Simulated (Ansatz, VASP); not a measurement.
**One calculation of BN, two programs**

```
B N
1.0
     0.00000    1.80482    1.80482
     1.80482    0.00000    1.80482
     1.80482    1.80482    0.00000
B N
1 1
Direct
  0.00000 0.00000 0.00000
  0.25000 0.25000 0.25000
```

Alike in both runs: task single point; functional PBE-based screened hybrid with a share of 0.2 of exact exchange and HFSCREEN = 0.5; k mesh 6 × 6 × 6; no spin polarisation.

```csv
,VASP,Ansatz
version,VASP 6.6.1,Ansatz 0.2.0
potentials or method,"VASP PAW PBE potentials, release 64 (B, N)",plane waves
plane-wave cutoff (eV),520,420
occupations,"gaussian, width 0.01 eV",fixed
valence electrons in the cell,8,8
```

```csv
,VASP,Ansatz,Ansatz less VASP
gap on the k mesh at the Fermi level (eV),5.03,5.04,+0.014
pressure (GPa),-1.0,-1.4,-0.43
```

VASP's potentials were made for PBE, not for PBE-based screened hybrid. Ansatz's warnings: stress exchange threshold loose, stress scf threshold loose.

The k mesh is coarse, so the values compare programs but aren't converged.
